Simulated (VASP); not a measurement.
LiF:

```xyz
2
Lattice="0.0000 1.9949 1.9949 1.9949 0.0000 1.9949 1.9949 1.9949 0.0000" Properties=species:S:1:pos:R:3 pbc="T T T"
Li    0.0000    0.0000    0.0000
F     1.9949    1.9949    1.9949
```

Base run:

```yaml
Program: VASP 6.6.1
Functional: PBE0
Potentials_or_basis: VASP PAW PBE potentials, release 64 (Li_sv, F)
Cutoff: 520 eV
k_mesh: 8 × 8 × 8
Occupations: gaussian, width 0.01 eV
Spin: no spin polarisation
```

Its results: band gap on the k mesh 12.43 eV.

Problem. The run is repeated on the same cell with these changes: functional from PBE0 to r2SCAN0; further incar settings from ALGO = Normal; EDIFF = 1e-06; NBANDS = 12 to ALGO = Normal; EDIFF = 1e-07; NBANDS = 12. What comes out?

Solution. Band gap on the k mesh 13.21 eV.

A k mesh can miss the band edges.
